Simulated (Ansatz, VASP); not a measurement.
# CdSe in VASP and in Ansatz

```
CELL_PARAMETERS angstrom
4.30000 0.00000 0.00000
-2.15000 3.72391 0.00000
0.00000 0.00000 7.02000
ATOMIC_POSITIONS crystal
Cd 0.33333 0.66667 0.00000
Cd 0.66667 0.33333 0.50000
Se 0.33333 0.66667 0.38500
Se 0.66667 0.33333 0.88500
```

Alike in both runs: task single point; functional LDA; k mesh 6 × 6 × 4; no spin polarisation.

|  | VASP | Ansatz |
| --- | --- | --- |
| version | VASP 6.6.1 | Ansatz 0.2.0 |
| potentials or method | VASP PAW LDA potentials, release 64 (Cd, Se), cutoff 520 eV | plane waves, PAW |
| occupations | gaussian, width 0.01 eV | fixed |
| valence electrons in the cell | 36 | 72 |

```tsv
	VASP	Ansatz	Ansatz less VASP
gap on the k mesh at the Fermi level (eV)	0.46	0.43	-0.031
pressure (GPa)	-1.4	-1.8	-0.43
traceless stress, the component that is largest in VASP (GPa)	-1.15	-1.07	+0.074
```

LDA's correlation is that of Perdew and Zunger in VASP and of Perdew and Wang (1992) in Ansatz. VASP's potentials hold 36 valence electrons a cell and Ansatz's 72, so a difference there can come from the potentials and not from the codes.
